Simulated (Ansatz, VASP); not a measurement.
One calculation of Ni, two programs

The input POSCAR:

```
Ni
1.0
    2.4802374197      0.0000000000      0.0000000000
   -1.2401187098      2.1479486129      0.0000000000
    0.0000000000      0.0000000000      4.1264032895
Ni
2
Direct
    0.6666666667      0.3333333333      0.7500000000
    0.3333333333      0.6666666667      0.2500000000
```

INCAR.step1

```
ALGO = Normal ; EDIFF = 1E-5
ENCUT = 760 ; GGA = PE
GGA_COMPAT = F ; ISMEAR = -1
ISPIN = 2 ; LASPH = T
LCHARG = F ; LMAXMIX = 4
LREAL = F ; LWAVE = T
MAGMOM = 1 1 ; NBANDS = 29
NELM = 200 ; PREC = Accurate
SIGMA = 0.05
```

Contents of INCAR.step2:

```
ALGO = Normal ; EDIFF = 1E-6
ENCUT = 760 ; GGA_COMPAT = F
ISIF = 2 ; ISMEAR = -1
ISPIN = 2 ; ISTART = 1
LASPH = T ; LCHARG = F
LMAXMIX = 4 ; LMIXTAU = T
LORBIT = 11 ; LREAL = F
LWAVE = F ; MAGMOM = 1 1
METAGGA = R2SCAN ; NBANDS = 29
NELM = 200 ; PREC = Accurate
SIGMA = 0.05
```

The input KPOINTS:

```
k-points
0
Gamma
  12 12 7
```

File input.yaml:

```yaml
crystal:
  lattice:
    - [2.4802374197, 0.0, 0.0]
    - [-1.2401187098, 2.1479486129, 0.0]
    - [0.0, 0.0, 4.1264032895]
  atoms:
    - { symbol: Ni, position: [0.6666666667, 0.3333333333, 0.75], spin: 1.0 }
    - { symbol: Ni, position: [0.3333333333, 0.6666666667, 0.25], spin: 1.0 }
hamiltonian:
  xc: r2scan
  pseudopotentials: { kind: paw }
magnetization:
  spin_polarized: true
kpoints:
  mp_grid: { grid: [12, 12, 7] }
scf:
  occupations: { method: fermi_dirac, width: 0.05 }
output:
  forces: true
  stress: true
  eigenvalues: true
```

Alike in both runs: task single point; functional r2SCAN; k mesh 12 × 12 × 7; occupations fermi-dirac, width 0.05 eV; collinear spin.

```csv
,VASP,Ansatz
version,VASP 6.6.1,Ansatz 0.2.0
potentials or method,"VASP PAW PBE potentials, release 64 (Ni_sv_GW)",Ansatz PAW
plane-wave cutoff (eV),760,500
valence electrons in the cell,36,36
```

```tsv
	VASP	Ansatz	Ansatz less VASP
gap on the k mesh at the Fermi level (eV)	none	none	-
pressure (GPa)	-8.5	-8.0	+0.53
traceless stress, the component that is largest in VASP (GPa)	0.42	0.17	-0.248
net moment per atom (μB)	0.77	0.76	-0.006
size of the moment on the site where the two differ most (μB)	0.84	0.83	-0.010
```

VASP's potentials were made for PBE, not for r2SCAN. Site moments also hang on the region over which each program counts them. A gap of «none» marks a metal or a gap that the smearing closes.

Noted on Ansatz's run: the magnetic or orbital state may not be the lowest.
